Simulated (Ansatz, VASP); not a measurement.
Two plane-wave programs on Si2N

File INCAR:

```
  PREC = Accurate
  ENCUT = 520
  EDIFF = 1E-7
  ISMEAR = 0
  SIGMA = 0.1
  LREAL = F
  LASPH = T
  NELM = 150
  ALGO = Normal
  ISIF = 2
  LWAVE = F
  LCHARG = F
  ISPIN = 2
  MAGMOM = 0 0 1
  LORBIT = 11
  GGA = PE
  NBANDS = 18
```

File KPOINTS:

```
regular mesh
0
Gamma
  6 6 6
```

Contents of POSCAR:

```
Si2N
1.0
    1.9963907400     -2.7230133800      0.0000000000
    1.9963907400      2.7230133800      0.0000000000
    0.0000000000      0.0000000000      3.3380878300
Si N
2 1
Direct
    0.1030810500      0.8969189500      0.5000000000
    0.8969189500      0.1030810500      0.5000000000
    0.5000000000      0.5000000000      0.0000000000
```

Input for Ansatz:

```yaml
crystal:
  lattice:
    - [1.99639074, -2.72301338, 0.0]
    - [1.99639074, 2.72301338, 0.0]
    - [0.0, 0.0, 3.33808783]
  atoms:
    - { symbol: Si, position: [0.10308105, 0.89691895, 0.5] }
    - { symbol: Si, position: [0.89691895, 0.10308105, 0.5] }
    - { symbol: "N", position: [0.5, 0.5, 0.0], spin: 1.0 }
basis:
  ecutwfc: 420
kpoints:
  mp_grid: { grid: [6, 6, 6] }
hamiltonian:
  xc: pbe
scf:
  occupations: { method: gaussian, width: 0.1 }
  lower_state_search: "off"
output:
  forces: true
  stress: true
  eigenvalues: true
  populations: true
magnetization:
  spin_polarized: true
```

Change from the starting cell: species swapped into the CsO2 type (Cmmm, No. 65).

Alike in both runs: task single point; functional PBE; k mesh 6 × 6 × 6; occupations gaussian, width 0.1 eV; collinear spin.

```csv
,VASP,Ansatz
version,VASP 6.6.1,Ansatz 0.2.0
potentials or method,"VASP PAW PBE potentials, release 64 (Si, N), cutoff 520 eV","scalar-relativistic, plane waves, PAW"
valence electrons in the cell,13,13
```

|  | VASP | Ansatz | Ansatz less VASP |
| --- | --- | --- | --- |
| gap on the k mesh at the Fermi level (eV) | none | none | - |
| rms of the force components (eV/Å) | 60.951 | 60.644 | -0.3069 |
| net moment per atom (μB) | 0.00 | 0.00 | 0.000 |

Atom by atom the forces differ by 0.307 eV/Å (rms over components). A gap of «none» marks a metal or a gap that the smearing closes. The functional is the same, so the differences come from potentials, cutoffs and numerics. Ansatz's warnings: seeded moment not kept.
